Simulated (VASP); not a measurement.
Input of a VASP 6.6.1 run:

Contents of INCAR:

```
  PREC = Accurate
  ENCUT = 520
  EDIFF = 1E-7
  ISMEAR = 0
  SIGMA = 0.1
  LREAL = False
  LASPH = True
  NELM = 100
  ALGO = Normal
  ISIF = 2
  LWAVE = False
  LCHARG = True
  LELF = True
  LVHAR = True
  NBANDS = 14
```

Contents of KPOINTS:

```
regular mesh
0
Gamma
  8 8 8
```

File POSCAR:

```
Rh
1.0
    0.0000000000      1.8789959223      1.8789959223
    1.8789959223      0.0000000000      1.8789959223
    1.8789959223      1.8789959223      0.0000000000
Rh
1
Direct
    0.0000000000      0.0000000000      0.0000000000
```

Potentials or basis: VASP PAW LDA potentials, release 64 (Rh_pv).

Launch:

```console
$ cat potpaw_LDA.64/Rh_pv/POTCAR > POTCAR
$ mpirun -np 1 vasp_std > vasp.out
```

(1) Predict the pressure.

(2) Estimate the band gap on the k mesh.

Results:

(1) 0.8 GPa.

(2) zero (an odd number of electrons rules out a gap without spin polarisation).

Caveat: the k points lie up to 0.36 Å⁻¹ apart, too coarse for converged energies and pressures of a metal.
